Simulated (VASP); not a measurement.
# TaN in VASP: further runs, part 2 of 2

VASP 6.6.1.

**4. Single point, PBE**

This run uses another cell than the first one, of 11.31 Å³/atom.

Contents of INCAR:

```
SYSTEM = TaN
PREC     = Accurate       ! precision mode
ENCUT    = 520            ! plane-wave cutoff, eV
EDIFF    = 1E-6           ! SCF threshold, eV
ISMEAR   = 0              ! smearing method
SIGMA    = 0.05           ! smearing width, eV
LREAL    = .FALSE.        ! projectors in reciprocal space
LASPH    = .TRUE.         ! aspherical terms in the spheres
NELM     = 60             ! most SCF steps
ALGO     = Normal         ! electronic algorithm
ISIF     = 2              ! what is computed and relaxed
LWAVE    = .FALSE.        ! write WAVECAR
LCHARG   = .TRUE.         ! write CHGCAR
GGA      = PE             ! functional
LELF     = .TRUE.         ! ELF
LVHAR    = .TRUE.       
NBANDS   = 33             ! bands
```

Contents of KPOINTS:

```
regular mesh
0
G
  6 6 10
  0 0 0
```

Contents of POSCAR:

```
TaN
1.0
    5.1910000000      0.0000000000      0.0000000000
   -2.5955000000      4.4955378710      0.0000000000
    0.0000000000      0.0000000000      2.9080000000
Ta N
3 3
Direct
    0.0000000000      0.0000000000      0.0000000000
    0.3333333333      0.6666666667      0.5000000000
    0.6775789543      0.3374903093      0.4976183181
    0.5000000000      0.0000000000      0.0000000000
    0.5000000000      0.5000000000      0.0000000000
    0.0000000000      0.5000000000      0.0000000000
```

Potentials or basis: VASP PAW PBE potentials, release 64 (Ta_pv, N).

The run is started by

```sh
cat potpaw_PBE.64/Ta_pv/POTCAR potpaw_PBE.64/N/POTCAR > POTCAR
mpirun -np 1 vasp_std > vasp.out
```

OUTCAR:

```text
SYSTEM = TaN
   PREC = Accurate
   ENCUT = 520
   EDIFF = 1E-6
   ISMEAR = 0
   LREAL = .FALSE.
   LASPH = .TRUE.
   NELM = 60
   ISIF = 2
   GGA = PE

 ion  position               nearest neighbor table
   1  0.000  0.000  0.000-   5 2.60   6 2.60   6 2.60   5 2.60   4 2.60   4 2.60   3 3.30   3 3.31
                             3 3.31   3 3.32   2 3.33   2 3.33   2 3.33   2 3.33   2 3.33   2 3.33
   2  0.333  0.667  0.500-   4 2.09   4 2.09   6 2.09   6 2.09   5 2.09   5 2.09   3 2.95   3 3.02
                             3 3.03   1 3.33   1 3.33   1 3.33   1 3.33   1 3.33   1 3.33
   3  0.678  0.337  0.498-   6 2.05   6 2.06   4 2.10   5 2.11   4 2.11   5 2.12   2 2.95   2 3.02
                             2 3.03   1 3.30   1 3.31   1 3.31   1 3.32   1 3.37   1 3.38
[... 1077 lines left out ...]
  in kB      105.4350589     93.9641079    121.0581830     14.2979807     -0.1884518     -0.4376152
  external PRESSURE =     106.8191166 kB  Pullay stress =       0.0000000 kB

 VOLUME and BASIS-vectors are now :
 -----------------------------------------------------------------------------
  energy-cutoff  :      520.00
  volume of cell :       67.86
      direct lattice vectors                 reciprocal lattice vectors
     5.191000000  0.000000000  0.000000000     0.192641110  0.111221396  0.000000000
    -2.595500000  4.495537871  0.000000000     0.000000000  0.222442793  0.000000000
     0.000000000  0.000000000  2.908000000     0.000000000  0.000000000  0.343878955

 POSITION                                       TOTAL-FORCE (eV/Angst)
 -----------------------------------------------------------------------------------
      0.00000      0.00000      0.00000         0.103519      0.035631      0.000393
     -0.00000      2.99703      1.45400         0.424339      0.176032      0.001680
      2.64136      1.51720      1.44707        -1.299016     -0.543284      0.155665
      2.59550      0.00000      0.00000         0.001347      0.196296     -0.047657
      1.29775      2.24777      0.00000         0.268922     -0.154215     -0.045280
     -1.29775      2.24777      0.00000         0.500889      0.289540     -0.064801
 -----------------------------------------------------------------------------------
    total drift:                                0.000168     -0.000013      0.000021

  FREE ENERGIE OF THE ION-ELECTRON SYSTEM (eV)
  ---------------------------------------------------
  free  energy   TOTEN  =       -64.6724541603 eV

  energy  without entropy=      -64.6713839093  energy(sigma->0) =      -64.67191903
```

It took 8.3 min on 1 thread of Intel Xeon 8259CL, shared host; peak memory 0.43 GiB.

What came out:

| Item | Value |
| --- | --- |
| Free energy | -64.6725 eV |
| Pressure | 10.7 GPa |
| Largest force | 1.417 eV/Å |
| Band gap on the k mesh | zero (bands 24 and 25 overlap by 2.08 eV) |

Forces on the atoms (eV/Å):
```
Ta   0.104  0.036  0.000
Ta   0.424  0.176  0.002
Ta  -1.299 -0.543  0.156
N    0.001  0.196 -0.048
N    0.269 -0.154 -0.045
N    0.501  0.290 -0.065
```

Levels at points of the mesh, in eV from the Fermi level:
```csv
k point,band 21,band 22,band 23,band 24,band 25,band 26,band 27,band 28
"(0.00, 0.00, 0.00)",-2.88,-2.37,-1.90,-1.11,-1.07,0.90,1.05,1.38
"(0.50, 0.00, 0.00)",-3.29,-2.75,-1.37,-0.64,1.54,1.86,1.97,2.43
"(0.00, 0.50, 0.00)",-3.25,-2.80,-1.61,-0.49,1.46,2.00,2.08,2.41
"(0.50, 0.50, 0.00)",-3.24,-2.80,-1.65,-0.47,1.44,2.00,2.12,2.41
"(0.00, 0.00, 0.50)",-3.05,-2.91,-1.79,1.01,1.03,1.60,1.94,2.66
"(0.50, 0.00, 0.50)",-3.13,-3.03,-2.03,-0.95,1.38,1.49,3.19,3.52
"(0.00, 0.50, 0.50)",-3.30,-2.95,-2.00,-1.12,1.14,1.52,3.22,3.56
"(0.50, 0.50, 0.50)",-3.33,-2.93,-1.99,-1.15,1.10,1.53,3.23,3.55
```

Caveat: the cell stands under pressure; spin-orbit coupling is left out, which moves the levels of the heavy elements; forces of over 1 eV/Å act on the atoms, so gaps and moduli don't describe the material at rest.

**5. Summary**

```tsv
cell	gap on the mesh (eV)	pressure (GPa)
a = 4.917, b = 4.917, c = 2.755 Å, angles 90.0, 90.0, 120.0°, 6 atoms, atomic positions A	none	89.3
a = 5.191, b = 5.191, c = 2.908 Å, angles 90.0, 90.0, 120.0°, 6 atoms, atomic positions A	none	10.4
a = 5.191, b = 5.191, c = 2.908 Å, angles 90.0, 90.0, 120.0°, 6 atoms, atomic positions B	none	10.7
```

Alike in all rows: task single point; level PBE; potentials or basis VASP PAW PBE potentials, release 64 (Ta_pv, N); no spin polarisation; k mesh 6 × 6 × 10; cutoff (eV) 520; smearing gaussian 0.05 eV.

Caveats: the cell stands under pressure; spin-orbit coupling is left out, which moves the levels of the heavy elements; forces of over 1 eV/Å act on the atoms, so gaps and moduli don't describe the material at rest (at least some runs).

Absolute energies hang on the potentials; compare differences alone.
